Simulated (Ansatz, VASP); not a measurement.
## Sn in VASP and in Ansatz

```
Sn
1.0
     3.05368    0.00000    0.00000
     0.00000    3.05368    0.00000
     0.00000    0.00000    3.05368
Sn
1
Direct
  0.00000 0.00000 0.00000
```

Alike in both runs: functional r2SCAN; k mesh 18 × 18 × 18; occupations gaussian, width 0.1 eV; no spin polarisation.

Ansatz relaxed the structure, and its values are those at the end. VASP's run is a single point on that final structure, the one shown.

|  | VASP | Ansatz |
| --- | --- | --- |
| version | VASP 6.6.1 | Ansatz 0.2.0 |
| potentials or method | VASP PAW PBE potentials, release 64 (Sn_d), cutoff 520 eV | scalar-relativistic, plane waves, PAW |
| valence electrons in the cell | 14 | 14 |

```csv
,VASP,Ansatz,Ansatz less VASP
gap on the k mesh at the Fermi level (eV),none,none,-
pressure (GPa),0.0,0.0,+0.04
```

VASP's potentials were made for PBE, not for r2SCAN. A gap of «none» marks a metal or a gap that the smearing closes. With one functional, cell and mesh, what is left measures potentials, basis and numerics.
